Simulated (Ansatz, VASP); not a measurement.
CuB in VASP and in Ansatz

Contents of INCAR:

```
ALGO = Normal
EDIFF = 1E-6
EDIFFG = -0.01
ENCUT = 600
GGA = PE
IBRION = 2
ISIF = 3
ISMEAR = 0
LASPH = T
LCHARG = F
LREAL = F
LWAVE = F
NELM = 100
NSW = 100
PREC = Accurate
SIGMA = 0.1
```

Contents of KPOINTS:

```
k-points
0
Gamma
  24 24 16
```

Contents of POSCAR:

```
CuB
1.0
    2.5268572407      0.0000000000      0.0000000000
   -1.2634286203      2.1883225622      0.0000000000
    0.0000000000      0.0000000000      3.2798553835
Cu B
1 1
Direct
    0.6666666667      0.3333333333      0.0000000000
    0.0000000000      0.0000000000      0.5000000000
```

Input for Ansatz:

```yaml
crystal:
  lattice:
    - [2.5268572407, 0.0, 0.0]
    - [-1.2634286203, 2.1883225622, 0.0]
    - [0.0, 0.0, 3.2798553835]
  atoms:
    - { symbol: Cu, position: [0.6666666667, 0.3333333333, 0.0] }
    - { symbol: B, position: [0.0, 0.0, 0.5] }
basis:
  ecutwfc: 420
kpoints:
  mp_grid: { grid: [24, 24, 16] }
hamiltonian:
  xc: pbe
scf:
  occupations: { method: gaussian, width: 0.1 }
output:
  forces: true
  stress: true
  eigenvalues: true
  write_density: true
  write_potential: true
  elf: true
  volumetric_format: npy
relax:
  adjacent_minimum: "off"
  f_tol: 0.01
  max_steps: 80
  cell: { stress_tol: 0.05 }
```

Change from the starting cell: species swapped into the CdIn type (P-6m2, No. 187).

Alike in both runs: task relaxation of cell and atoms; functional PBE; k mesh 24 × 24 × 16; occupations gaussian, width 0.1 eV; no spin polarisation.

|  | VASP | Ansatz |
| --- | --- | --- |
| version | VASP 6.6.1 | Ansatz 0.2.0 |
| potentials or method | VASP PAW PBE potentials, release 64 (Cu, B), cutoff 600 eV | scalar-relativistic, plane waves, PAW |
| valence electrons in the cell | 14 | 22 |

VASP gave:

```
gap on the k mesh at the Fermi level, each at its own relaxed structure (eV)  : none
relaxed volume (Å³/atom)                                                      : 9.14
relaxed length of the cell vector where the two differ most in proportion (Å) : 3.238
```

Q: What did Ansatz give for the same quantities?

A: gap on the k mesh at the Fermi level, each at its own relaxed structure (eV): none; relaxed volume (Å³/atom): 9.11; relaxed length of the cell vector where the two differ most in proportion (Å): 3.222.

A gap of «none» marks a metal or a gap that the smearing closes. VASP's potentials hold 14 valence electrons a cell and Ansatz's 22, so a difference there can come from the potentials and not from the codes.
